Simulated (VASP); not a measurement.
# Ni (Fm-3m) in VASP: a series of runs

The runs below take Ni through single point, with r2SCAN.

Everything below comes from runs of VASP 6.6.1. Logs are shortened: lines on timing, memory, paths and dates and some standing lists are left out, and cuts for length are marked.

## 1. The cell of the first run

Symmetry: Fm-3m, No. 225, cubic system. The conventional cell has a = 3.476 Å, b = 3.476 Å, c = 3.476 Å, α = 90.00°, β = 90.00°, γ = 90.00°. Ni (site symmetry m-3m) has 12 Ni at 2.46 Å within 3.2 Å.

## 2. Single point, r2SCAN, collinear spin, ferromagnetic start

POSCAR

```
Ni
1.0
    0.0000000000      1.7380692641      1.7380692641
    1.7380692641      0.0000000000      1.7380692641
    1.7380692641      1.7380692641      0.0000000000
Ni
1
Direct
    0.0000000000      0.0000000000      0.0000000000
```

INCAR.step1

```
SYSTEM = Ni
ALGO = Normal ; EDIFF = 1E-4
ENCUT = 520 ; GGA = PE
ISMEAR = 0 ; ISPIN = 2
LASPH = .True. ; LCHARG = .False.
LMAXMIX = 4 ; LREAL = .False.
LWAVE = .True. ; MAGMOM = 0.807
NBANDS = 15 ; NELM = 150
PREC = Accurate ; SIGMA = 0.03
```

INCAR.step2

```
SYSTEM = Ni
ALGO = Normal ; EDIFF = 1E-7
ENCUT = 520 ; ISIF = 2
ISMEAR = 0 ; ISPIN = 2
ISTART = 1 ; LASPH = .True.
LCHARG = .True. ; LELF = .True.
LMAXMIX = 4 ; LMIXTAU = .True.
LORBIT = 11 ; LREAL = .False.
LVHAR = .True. ; LWAVE = .False.
MAGMOM = 0.807 ; METAGGA = R2SCAN
NBANDS = 15 ; NELM = 150
PREC = Accurate ; SIGMA = 0.03
```

KPOINTS

```
k-points
0
Gamma
  15 15 15
  0 0 0
```

Potentials or basis: VASP PAW PBE potentials, release 64 (Ni).

Launch:

```bash
$ cat potpaw_PBE.64/Ni/POTCAR > POTCAR
$ cp INCAR.step1 INCAR
$ mpirun -np 1 vasp_std > vasp.out
$ cp INCAR.step2 INCAR
$ mpirun -np 1 vasp_std > vasp.out
```

OUTCAR:

```text
SYSTEM = Ni
   EDIFF = 1E-7
   ENCUT = 520
   ISIF = 2
   ISMEAR = 0
   ISPIN = 2
   ISTART = 1
   LASPH = .True.
   LORBIT = 11
   LREAL = .False.
   METAGGA = R2SCAN
   NELM = 150
   PREC = Accurate

 ion  position               nearest neighbor table
   1  0.000  0.000  0.000-

  LATTYP: Found a face centered cubic cell.
 ALAT       =     3.4761385282

  Lattice vectors:

 A1 = (   0.0000000000,   1.7380692641,   1.7380692641)
 A2 = (   1.7380692641,   0.0000000000,   1.7380692641)
 A3 = (   1.7380692641,   1.7380692641,   0.0000000000)

Analysis of symmetry for initial positions (statically):
=====================================================================
 Subroutine PRICEL returns:
 Original cell was already a primitive cell.

 Routine SETGRP: Setting up the symmetry group for a
 face centered cubic supercell.

 Subroutine GETGRP returns: Found 48 space group operations
 (whereof 48 operations were pure point group operations)
 out of a pool of 48 trial point group operations.

The static configuration has the point symmetry O_h .

Analysis of symmetry for dynamics (positions and initial velocities):
=====================================================================
 Subroutine PRICEL returns:
 Original cell was already a primitive cell.

 Routine SETGRP: Setting up the symmetry group for a
 face centered cubic supercell.

 Subroutine GETGRP returns: Found 48 space group operations
 (whereof 48 operations were pure point group operations)
 out of a pool of 48 trial point group operations.

The dynamic configuration has the point symmetry O_h .

Analysis of structural, dynamic, and magnetic symmetry:
=====================================================================
 Subroutine PRICEL returns:
 Original cell was already a primitive cell.

 Routine SETGRP: Setting up the symmetry group for a
 face centered cubic supercell.

 Subroutine GETGRP returns: Found 48 space group operations
 (whereof 48 operations were pure point group operations)
 out of a pool of 48 trial point group operations.

The overall configuration has the point symmetry O_h .

 Subroutine INISYM returns: Found 48 space group operations
 (whereof 48 operations are pure point group operations),
 and found     1 'primitive' translations

----------------------------------------------------------------------------------------

                                     Primitive cell

  volume of cell :      10.5010

  direct lattice vectors                    reciprocal lattice vectors
     0.000000000  1.738069264  1.738069264    -0.287675532  0.287675532  0.287675532
     1.738069264  0.000000000  1.738069264     0.287675532 -0.287675532  0.287675532
     1.738069264  1.738069264  0.000000000     0.287675532  0.287675532 -0.287675532

  length of vectors
     2.458001126  2.458001126  2.458001126     0.498268637  0.498268637  0.498268637

  position of ions in fractional coordinates (direct lattice)
     0.000000000  0.000000000  0.000000000

  ion indices of the primitive-cell ions
   primitive index   ion index
                 1           1

----------------------------------------------------------------------------------------

 KPOINTS: k-points

Automatic generation of k-mesh.
 Grid dimensions read from file:
 generate k-points for:   15   15   15

 Generating k-lattice:

  Cartesian coordinates                     Fractional coordinates (reciprocal lattice)
    -0.019178369  0.019178369  0.019178369     0.066666667  0.000000000  0.000000000
     0.019178369 -0.019178369  0.019178369     0.000000000  0.066666667  0.000000000
     0.019178369  0.019178369 -0.019178369     0.000000000  0.000000000  0.066666667

  Length of vectors
     0.033217909  0.033217909  0.033217909

  Shift w.r.t. Gamma in fractional coordinates (k-lattice)
     0.000000000  0.000000000  0.000000000

 Subroutine IBZKPT returns following result:
 ===========================================

 Found    120 irreducible k-points:

 Following reciprocal coordinates:
            Coordinates               Weight
  0.000000  0.000000  0.000000      1.000000
  0.066667  0.000000  0.000000      8.000000
  0.133333  0.000000  0.000000      8.000000
  0.200000  0.000000  0.000000      8.000000
  0.266667  0.000000  0.000000      8.000000
  0.333333  0.000000  0.000000      8.000000
[... 16 lines left out ...]
  0.133333  0.133333  0.000000      6.000000
  0.200000  0.133333  0.000000     24.000000
 [... further k-points ...]
   k-points           NKPTS =    120   k-points in BZ     NKDIM =    120   number of bands    NBANDS=     15
   number of dos      NEDOS =    301   number of ions     NIONS =      1
   total plane-waves  NPLWV =   5832
   dimension x,y,z NGX =    18 NGY =   18 NGZ =   18
   dimension x,y,z NGXF=    36 NGYF=   36 NGZF=   36
   ions per type =               1
   NGX,Y,Z   is equivalent  to a cutoff of  12.17, 12.17, 12.17 a.u.
   NGXF,Y,Z  is equivalent  to a cutoff of  24.35, 24.35, 24.35 a.u.
 SYSTEM =  Ni
   PREC   = accura    normal or accurate (medium, high low for compatibility)
   ISTART =      1    job   : 0-new  1-cont  2-samecut
   ICHARG =      0    charge: 1-file 2-atom 10-const
   ISPIN  =      2    spin polarized calculation?
   LNONCOLLINEAR =      F non collinear calculations
   LSORBIT =      F    spin-orbit coupling
   LASPH  =      T    aspherical Exc in radial PAW
   ENCUT  =  520.0 eV  38.22 Ry    6.18 a.u.   4.57  4.57  4.57*2*pi/ulx,y,z
   NELM   =    150;   NELMIN=  2; NELMDL=  0     # of ELM steps
   EDIFF  = 0.1E-06   stopping-criterion for ELM
   LREAL  =      F    real-space projection
   EDIFFG = 0.1E-05   stopping-criterion for IOM
   NSW    =      0    number of steps for IOM
   IBRION =     -1    ionic relax: 0-MD 1-quasi-New 2-CG
   NFREE  =      0    steps in history (QN), initial steepest desc. (CG)
   ISIF   =      2    stress and relaxation
   ISYM   =      2    0-nonsym 1-usesym 2-fastsym
   POTIM  = 0.5000    time-step for ionic-motion
   TEBEG  =    0.0;   TEEND  =   0.0 temperature during run
   PSTRESS=    0.0 pullay stress
   NELECT =      10.0000    total number of electrons
   NUPDOWN=      -1.0000    fix difference up-down
   EMIN   =  10.00;   EMAX   =-10.00  energy-range for DOS
   EFERMI =   0.00;   METHOD = LEGACY
   ISMEAR =     0;   SIGMA  =   0.03  broadening in eV -4-tet -1-fermi 0-gaus
   EFERMI_NEDOS =   21; number of points for ismear=-14 and -15
   IALGO  =     38    algorithm
   IMIX   =      4    mixing-type and parameters
     AMIX     =   0.40;   BMIX     =  1.00
     AMIX_MAG =   1.60;   BMIX_MAG =  1.00
  volume/ion in A,a.u.               =      10.50        70.86
  Fermi-wavevector in a.u.,A,eV,Ry     =   1.610637  3.043663 35.295588  2.594153
  Thomas-Fermi vector in A             =   2.706156
   LORBIT       =     11    0 simple, 1 ext, 2 COOP (PROOUT), +10 PAW based schemes
   METAGGA = R2SCAN    functional components
   LHFCALC =     F    Hartree Fock is set to
   AEXX    =    0.0000 exact exchange contribution
   IVDW    =     0    specifies the selected vdW correction
   LEPSILON=     F    determine dielectric tensor
   LRPA    =     F    only Hartree local field effects (RPA)
 spin polarized calculation
 Gauss-broadening in eV      SIGMA  =   0.03
  energy-cutoff  :      520.00
  volume of cell :       10.50
 maximum number of plane-waves:       295
   NGX =  9   NGY =  9   NGZ =  9

 number of electron       9.9999999 magnetization       0.6853469

 Free energy of the ion-electron system (eV)
  ---------------------------------------------------
  ext. energy  EPLUGINS =         0.00000000
  ---------------------------------------------------
  free energy    TOTEN  =       -11.94529457 eV

  energy without entropy =      -11.94476440  energy(sigma->0) =      -11.94502948

 E-fermi :   9.8265     XC(G=0): -14.6267

 val. band max:        9.8180622804   @ k =   0.4000   0.0000   0.0000
 cond. band min:       9.8309015083   @ k =   0.4667   0.2000   0.0667
 fundamental gap:      0.0128392279
 Fermi energy:         9.8265251956

 spin component 1

 k-point     1 :       0.0000    0.0000    0.0000
  band No.  band energies     occupation
      1       0.1655      1.00000
      2       6.8271      1.00000
      3       6.8271      1.00000
      4       6.8271      1.00000
      5       8.1749      1.00000
      6       8.1749      1.00000
      7      34.6779      0.00000
      8      39.1210      0.00000
      9      39.1210      0.00000
     10      39.1214      0.00000
     11      41.8688      0.00000
     12      41.8688      0.00000
     13      41.8688      0.00000
     14      45.2191      0.00000
     15      51.9357      0.00000

 k-point     2 :       0.0667    0.0000    0.0000
  band No.  band energies     occupation
      1       0.3503      1.00000
      2       6.7804      1.00000
      3       6.8680      1.00000
      4       6.8681      1.00000
      5       8.1575      1.00000
      6       8.1576      1.00000
      7      34.0493      0.00000
      8      37.0053      0.00000
      9      38.6478      0.00000
     10      38.6481      0.00000
     11      42.5444      0.00000
     12      42.5444      0.00000
     13      43.1096      0.00000
     14      46.8133      0.00000
     15      50.3914      0.00000
[... 365 lines left out ...]
      3       7.0978      1.00000
      4       7.0978      1.00000
      5       7.8803      1.00000
      6       8.2960      1.00000
      7      33.1492      0.00000
      8      34.5973      0.00000
      9      34.5975      0.00000
     10      35.7658      0.00000
     11      43.0649      0.00000
     12      45.5021      0.00000
     13      46.3236      0.00000
     14      46.3238      0.00000
     15      50.2555      0.00000

 k-point    24 :       0.2000    0.1333    0.0000
  band No.  band energies     occupation
      1       1.7564      1.00000
      2       6.3341      1.00000
      3       7.2145      1.00000
      4       7.2351      1.00000
      5       7.8038      1.00000
      6       8.3562      1.00000
      7      30.5587      0.00000
      8      33.4209      0.00000
      9      33.6666      0.00000
     10      36.1544      0.00000
     11      41.2780      0.00000
     12      45.5121      0.00000
     13      47.3655      0.00000
     14      48.0268      0.00000
     15      51.8360      0.00000

 [... further k-points ...]

 spin component 2

 k-point     1 :       0.0000    0.0000    0.0000
  band No.  band energies     occupation
      1      -0.0843      1.00000
      2       8.0978      1.00000
      3       8.0978      1.00000
      4       8.0979      1.00000
      5       8.8784      1.00000
      6       8.8784      1.00000
      7      34.4263      0.00000
      8      39.2176      0.00000
      9      39.2178      0.00000
     10      39.2178      0.00000
     11      42.1506      0.00000
     12      42.1506      0.00000
     13      42.1506      0.00000
     14      45.2886      0.00000
     15      52.7156      0.00000

 k-point     2 :       0.0667    0.0000    0.0000
  band No.  band energies     occupation
      1       0.1020      1.00000
      2       8.0388      1.00000
      3       8.1408      1.00000
      4       8.1409      1.00000
      5       8.8606      1.00000
      6       8.8606      1.00000
      7      33.8885      0.00000
      8      37.0814      0.00000
      9      38.7835      0.00000
     10      38.7836      0.00000
     11      42.7835      0.00000
     12      42.7835      0.00000
     13      43.2876      0.00000
     14      46.9402      0.00000
     15      50.8714      0.00000
[... 365 lines left out ...]
      3       8.3854      1.00000
      4       8.3854      1.00000
      5       8.5564      1.00000
      6       9.0048      1.00000
      7      33.0585      0.00000
      8      34.7938      0.00000
      9      34.7938      0.00000
     10      35.7957      0.00000
     11      43.5192      0.00000
     12      45.7087      0.00000
     13      46.4891      0.00000
     14      46.4892      0.00000
     15      50.4658      0.00000

 k-point    24 :       0.2000    0.1333    0.0000
  band No.  band energies     occupation
      1       1.5275      1.00000
      2       7.5150      1.00000
      3       8.3096      1.00000
      4       8.4973      1.00000
      5       8.6635      1.00000
      6       9.1034      1.00000
      7      30.6693      0.00000
      8      33.6201      0.00000
      9      33.6676      0.00000
     10      36.2193      0.00000
     11      41.7217      0.00000
     12      45.6942      0.00000
     13      47.5306      0.00000
     14      48.2050      0.00000
     15      53.5087      0.00000

 [... further k-points ...]
[... 5 lines left out ...]
  --------------------------------------------------------------------------------------
  -------------------------------------------------------------------------------------
  Total        0.0088382      0.0088382      0.0088382      0.0000000      0.0000000      0.0000000
  in kB        1.3484827      1.3484827      1.3484827      0.0000000      0.0000000      0.0000000
  external PRESSURE =       1.3484827 kB  Pullay stress =       0.0000000 kB

 VOLUME and BASIS-vectors are now :
 -----------------------------------------------------------------------------
  energy-cutoff  :      520.00
  volume of cell :       10.50
      direct lattice vectors                 reciprocal lattice vectors
     0.000000000  1.738069264  1.738069264    -0.287675532  0.287675532  0.287675532
     1.738069264  0.000000000  1.738069264     0.287675532 -0.287675532  0.287675532
     1.738069264  1.738069264  0.000000000     0.287675532  0.287675532 -0.287675532

 POSITION                                       TOTAL-FORCE (eV/Angst)
 -----------------------------------------------------------------------------------
      0.00000      0.00000      0.00000        -0.000000     -0.000000     -0.000000
 -----------------------------------------------------------------------------------
    total drift:                                0.000000     -0.000000      0.000000

  FREE ENERGIE OF THE ION-ELECTRON SYSTEM (eV)
  ---------------------------------------------------
  free  energy   TOTEN  =       -11.9452945672 eV

  energy  without entropy=      -11.9447643990  energy(sigma->0) =      -11.94502948

 total charge

# of ion       s       p       d       tot
------------------------------------------
    1        0.528   0.550   8.333   9.411

 magnetization (x)

# of ion       s       p       d       tot
------------------------------------------
    1       -0.011  -0.043   0.757   0.704
```

Wall time 3.4 min (1 thread of AMD EPYC 7R43 (Zen 3), shared host); peak memory 0.11 GiB.

Results:

```
Free energy                                           : -11.9453 eV
Pressure                                              : 0.1 GPa
Net moment                                            : 0.69 μB per cell
Site moments                                          : Ni +0.70 μB
Valence electrons inside the program's atomic spheres : Ni 9.41
```

Levels at points of the mesh, in eV from the Fermi level:
Spin up:
```
           k point  band 3  band 4  band 5  band 6  band 7  band 8
(0.00, 0.00, 0.00)   -3.00   -3.00   -1.65   -1.65   24.85   29.29
```
Spin down:
```tsv
k point	band 2	band 3	band 4	band 5	band 6	band 7	band 8	band 9
(0.00, 0.00, 0.00)	-1.73	-1.73	-1.73	-0.95	-0.95	24.60	29.39	29.39
```

Caveat: the PAW data sets were made with another functional, which shifts forces and pressure a little.

## 3. Single point, r2SCAN, collinear spin, ferromagnetic start

POSCAR is that of step 2.

INCAR.step1

```
SYSTEM = Ni
PREC = Accurate ; ENCUT = 520
ISMEAR = 0 ; SIGMA = 0.1
LREAL = .FALSE. ; LASPH = .TRUE.
NELM = 150 ; ISPIN = 2
MAGMOM = 0.807 ; LMAXMIX = 4
NBANDS = 15 ; GGA = PE
ALGO = Normal ; EDIFF = 1E-4
LWAVE = .TRUE. ; LCHARG = .FALSE.
```

INCAR.step2

```
SYSTEM = Ni
PREC = Accurate ; ENCUT = 520
EDIFF = 1E-6 ; ISMEAR = 0
SIGMA = 0.1 ; LREAL = .FALSE.
LASPH = .TRUE. ; NELM = 150
ALGO = Normal ; ISIF = 2
LWAVE = .FALSE. ; LCHARG = .FALSE.
ISPIN = 2 ; MAGMOM = 0.807
LORBIT = 11 ; LMAXMIX = 4
METAGGA = R2SCAN ; LMIXTAU = .TRUE.
NBANDS = 15 ; ISTART = 1
```

KPOINTS

```
regular mesh
0
G
  15 15 15
  0 0 0
```

Potentials or basis: VASP PAW PBE potentials, release 64 (Ni).

Launch:

```bash
$ cat potpaw_PBE.64/Ni/POTCAR > POTCAR
$ cp INCAR.step1 INCAR
$ mpirun -np 1 vasp_std > vasp.out
$ cp INCAR.step2 INCAR
$ mpirun -np 1 vasp_std > vasp.out
```

Run time: 3.1 min. Hardware: 1 thread of AMD EPYC 7R43 (Zen 3), shared host; peak memory 0.11 GiB.

The run converged. Its results:

```yaml
Free_energy: -11.9479 eV
Pressure: 0.5 GPa
Net_moment: 0.69 μB per cell
Site_moments: Ni +0.71 μB
Valence_electrons_inside_the_program's_atomic_spheres: Ni 9.41
```

Levels at points of the mesh, in eV from the Fermi level:
Spin up:
```tsv
k point	band 1	band 2	band 3	band 4	band 5	band 6	band 7	band 8	band 9	band 10
(0.00, 0.00, 0.00)	-9.66	-3.00	-3.00	-3.00	-1.66	-1.66	24.86	29.30	29.30	29.30
```
Spin down:
```
           k point  band 2  band 3  band 4  band 5  band 6  band 7  band 8  band 9
(0.00, 0.00, 0.00)   -1.72   -1.72   -1.72   -0.94   -0.94   24.60   29.40   29.40
```

Caveat: the PAW data sets were made with another functional, which shifts forces and pressure a little.
